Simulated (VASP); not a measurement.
Runs of VASP 6.6.1 on Cu. The structure is that of space group P2/m (No. 10), or close to it. The cells are those of the table. 

```csv
cell,gap on the mesh (eV),pressure (GPa)
"a = 11.273, b = 2.181, c = 21.654 Å, angles 90.0, 101.9, 90.0°, 1 atom",none,0.1
"a = 11.374, b = 2.200, c = 21.847 Å, angles 90.0, 101.9, 90.0°, 1 atom",none,0.1
"a = 11.944, b = 2.310, c = 22.941 Å, angles 90.0, 101.9, 90.0°, 1 atom",none,(a)
"a = 11.473, b = 2.219, c = 22.037 Å, angles 90.0, 101.9, 90.0°, 1 atom",none,0.1
"a = 11.171, b = 2.161, c = 21.457 Å, angles 90.0, 101.9, 90.0°, 1 atom",none,0.2
```

Alike in all rows: task single point; level r2SCAN; potentials or basis VASP PAW PBE potentials, release 64 (Cu); no spin polarisation; k mesh 3 × 13 × 2; cutoff (eV) 520; smearing methfessel-paxton 0.1 eV.

Estimate the missing entries.

(a) -0.1.

Caveats: the PAW data sets were made with another functional, which shifts forces and pressure a little.

A gap of «none» marks levels without a gap at the run's occupations.
